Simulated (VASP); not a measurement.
A run of VASP 6.6.1 is set up as follows.

Contents of INCAR:

```
PREC = Accurate ; ENCUT = 400
EDIFF = 1E-6 ; ISMEAR = 0
SIGMA = 0.02 ; LREAL = False
LASPH = True ; NELM = 120
ALGO = Normal ; ISIF = 2
LWAVE = False ; LCHARG = False
LDIPOL = True ; IDIPOL = 3
DIPOL = 0.5 0.5 0.500 ; GGA = PE
IVDW = 12 ; NBANDS = 22
GGA_COMPAT = False ; NELMDL = -8
```

KPOINTS

```
regular mesh
0
Gamma
  9 9 1
```

The input POSCAR:

```
As
1.0
    3.6430567460      0.0000000000      0.0000000000
   -1.8215283730      3.1549796895      0.0000000000
    0.0000000000      0.0000000000     28.5742413760
As
2
Direct
    0.3333333333      0.6666666667      0.4758850027
    0.6666666667      0.3333333333      0.5241149973
```

Potentials or basis: VASP PAW PBE potentials, release 64 (As_d).

The run is started by

```sh
$ cat potpaw_PBE.64/As_d/POTCAR > POTCAR
$ mpirun -np 1 vasp_std > vasp.out
```

Task: Predict the band gap on the k mesh.

Result: 1.74 eV (least direct gap 1.86 eV).

Task: Estimate the dispersion energy per atom.

Result: -0.203 eV.

Task: Estimate the largest force.

Result: 0.026 eV/Å.

Forces in eV/Å, atoms in the order of the input:
```
As   0.000  0.000 -0.026
As   0.000  0.000  0.026
```

Caveat: the cell differs from its parent crystal (biaxial strain +0.020, then relaxed in part).
